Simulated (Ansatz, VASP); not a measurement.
**Ag: VASP beside Ansatz**

The input INCAR:

```
PREC = Accurate
ENCUT = 520
EDIFF = 1E-6
ISMEAR = -1
SIGMA = 0.05
LREAL = F
LASPH = T
NELM = 60
ALGO = Normal
ISIF = 2
LWAVE = F
LCHARG = T
GGA = CA
LELF = T
LVHAR = T
NBANDS = 12
```

File KPOINTS:

```
Automatic mesh
0
Gamma
  15 15 15
```

POSCAR

```
Ag
1.0
    0.0000000000      2.0362668386      2.0362668386
    2.0362668386      0.0000000000      2.0362668386
    2.0362668386      2.0362668386      0.0000000000
Ag
1
Direct
    0.0000000000      0.0000000000      0.0000000000
```

Input for Ansatz:

```yaml
crystal:
  lattice:
    - [0.0, 2.0362668386, 2.0362668386]
    - [2.0362668386, 0.0, 2.0362668386]
    - [2.0362668386, 2.0362668386, 0.0]
  atoms:
    - { symbol: Ag, position: [0.0, 0.0, 0.0] }
kpoints:
  mp_grid: { grid: [15, 15, 15] }
  band_path:
    path:
      - [0.0, 0.0, 0.0]
      - [0.5, 0.0, 0.5]
      - [0.625, 0.25, 0.625]
      - [0.375, 0.375, 0.75]
      - [0.0, 0.0, 0.0]
      - [0.5, 0.5, 0.5]
      - [0.5, 0.25, 0.75]
      - [0.5, 0.0, 0.5]
    npoints: 5
scf:
  occupations: { method: fermi_dirac, width: 0.05 }
hamiltonian:
  xc: lda
  pseudopotentials: { kind: all_electron, lapw: { basis_error: 0.001 } }
output:
  forces: true
  stress: true
  eigenvalues: true
```

Change from the starting cell: volume scaled by 0.99.

Alike in both runs: task single point; functional LDA; k mesh 15 × 15 × 15; occupations fermi-dirac, width 0.05 eV; no spin polarisation.

```csv
,VASP,Ansatz
version,VASP 6.6.1,Ansatz 0.2.0
potentials or method,"VASP PAW LDA potentials, release 64 (Ag), cutoff 520 eV","all-electron LAPW, scalar-relativistic"
```

```tsv
	VASP	Ansatz	Ansatz less VASP
pressure (GPa)	-6.3	-6.5	-0.16
```

LDA's correlation is that of Perdew and Zunger in VASP and of Perdew and Wang (1992) in Ansatz. Ansatz ran all-electron here, and VASP with PAW potentials.
